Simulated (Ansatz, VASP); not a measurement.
## Cd3SeS2 in VASP and in Ansatz

INCAR

```
SYSTEM = Cd3SeS2
ALGO = Normal
EDIFF = 1E-7
EDIFFG = -0.04
ENCUT = 600
GGA = PE
IBRION = 2
ISIF = 3
ISMEAR = 0
LASPH = .TRUE.
LCHARG = .FALSE.
LREAL = .FALSE.
LWAVE = .FALSE.
NELM = 80
NSW = 90
PREC = Accurate
SIGMA = 0.1
```

The input KPOINTS:

```
k-points
0
G
  4 4 2
  0 0 0
```

File POSCAR:

```
Cd3SeS2
1.0
    3.8287165800      0.0000000000      0.0000000000
    0.0000000000      3.8287165800      0.0000000000
    0.0000000000      0.0000000000     12.1236835100
Cd Se S
3 1 2
Direct
    0.5000000000      0.5000000000      0.1787200000
    0.5000000000      0.5000000000      0.5000000000
    0.5000000000      0.5000000000      0.8212800000
    0.0000000000      0.0000000000      0.0000000000
    0.0000000000      0.0000000000      0.3334420000
    0.0000000000      0.0000000000      0.6665580000
```

Input for Ansatz:

```yaml
crystal:
  lattice:
    - [3.82871658, 0.0, 0.0]
    - [0.0, 3.82871658, 0.0]
    - [0.0, 0.0, 12.12368351]
  atoms:
    - { symbol: Cd, position: [0.5, 0.5, 0.17872] }
    - { symbol: Cd, position: [0.5, 0.5, 0.5] }
    - { symbol: Cd, position: [0.5, 0.5, 0.82128] }
    - { symbol: Se, position: [0.0, 0.0, 0.0] }
    - { symbol: S, position: [0.0, 0.0, 0.333442] }
    - { symbol: S, position: [0.0, 0.0, 0.666558] }
basis:
  ecutwfc: 420
kpoints:
  mp_grid: { grid: [4, 4, 2] }
hamiltonian:
  xc: pbe
scf:
  occupations: { method: gaussian, width: 0.1 }
  lower_state_search: "off"
output:
  forces: true
  stress: true
  eigenvalues: true
relax:
  adjacent_minimum: "off"
  f_tol: 0.04
  max_steps: 70
  cell: { stress_tol: 0.4 }
```

Change from the starting cell: species swapped into the Pr3MgAl2 type (P4/mmm, No. 123).

Alike in both runs: task relaxation of cell and atoms; functional PBE; k mesh 4 × 4 × 2; occupations gaussian, width 0.1 eV; no spin polarisation.

|  | VASP | Ansatz |
| --- | --- | --- |
| version | VASP 6.6.1 | Ansatz 0.2.0 |
| potentials or method | VASP PAW PBE potentials, release 64 (Cd, Se, S), cutoff 600 eV | scalar-relativistic, plane waves, PAW |
| valence electrons in the cell | 54 | 88 |

|  | VASP | Ansatz | Ansatz less VASP |
| --- | --- | --- | --- |
| gap on the k mesh at the Fermi level, each at its own relaxed structure (eV) | none | none | - |
| relaxed volume (Å³/atom) | 20.89 | 20.84 | -0.051 |
| relaxed cell length with the largest relative difference (Å) | 3.404 | 3.398 | -0.0053 |

A gap of «none» marks a metal or a gap that the smearing closes. VASP's potentials hold 54 valence electrons a cell and Ansatz's 88, so a difference there can come from the potentials and not from the codes.

The k mesh is coarse, so the values compare programs but aren't converged. Noted on VASP's run: the volume moved by over 15 % at a fixed basis, so the end points are rough.
